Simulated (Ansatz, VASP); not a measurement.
**Mo4C in VASP and in Ansatz**

File INCAR:

```
ALGO = Normal
DIPOL = 0.5 0.5 0.336
EDIFF = 1E-7
ENCUT = 520
GGA = CA
IDIPOL = 3
ISIF = 2
ISMEAR = 0
LASPH = True
LCHARG = True
LDIPOL = True
LELF = True
LREAL = False
LVACPOTAV = True
LVHAR = True
LWAVE = False
NBANDS = 38
NELM = 80
PREC = Accurate
SIGMA = 0.1
```

File KPOINTS:

```
k-points
0
Gamma
  9 9 1
```

File POSCAR:

```
Mo4C
1.0
    3.1111816891      0.0000000000      0.0000000000
    0.0000000000      3.1111816891      0.0000000000
    0.0000000000      0.0000000000     21.5098172784
Mo C
4 1
Direct
    0.5000000000      0.5000000000      0.1859615983
    0.0000000000      0.0000000000      0.2582816382
    0.5000000000      0.5000000000      0.3325055024
    0.0000000000      0.0000000000      0.3956248056
    0.3750000000      0.3750000000      0.5095262845
```

Input for Ansatz:

```yaml
crystal:
  lattice:
    - [3.1111816891, 0.0, 0.0]
    - [0.0, 3.1111816891, 0.0]
    - [0.0, 0.0, 21.5098172784]
  atoms:
    - { symbol: Mo, position: [0.5, 0.5, 0.1859615983] }
    - { symbol: Mo, position: [0.0, 0.0, 0.2582816382] }
    - { symbol: Mo, position: [0.5, 0.5, 0.3325055024] }
    - { symbol: Mo, position: [0.0, 0.0, 0.3956248056] }
    - { symbol: C, position: [0.375, 0.375, 0.5095262845] }
basis:
  ecutwfc: 420
kpoints:
  mp_grid: { grid: [9, 9, 1] }
hamiltonian:
  xc: lda
scf:
  occupations: { method: gaussian, width: 0.1 }
output:
  forces: true
  eigenvalues: true
efield:
  axis: 3
  dipole_correction: true
  ramp_width: 0.04
```

Alike in both runs: task single point; functional LDA; k mesh 9 × 9 × 1; occupations gaussian, width 0.1 eV; no spin polarisation.

```csv
,VASP,Ansatz
version,VASP 6.6.1,Ansatz 0.2.0
potentials or method,"VASP PAW LDA potentials, release 64 (Mo_sv, C), cutoff 520 eV","scalar-relativistic, plane waves, PAW"
valence electrons in the cell,60,60
```

```tsv
	VASP	Ansatz	Ansatz less VASP
gap on the k mesh at the Fermi level (eV)	none	none	-
rms of the force components (eV/Å)	1.149	1.142	-0.0073
work function, face that differs most (eV)	6.62	6.62	-0.005
```

LDA's correlation is that of Perdew and Zunger in VASP and of Perdew and Wang (1992) in Ansatz. Atom by atom the forces differ by 0.028 eV/Å (rms over components). A gap of «none» marks a metal or a gap that the smearing closes.
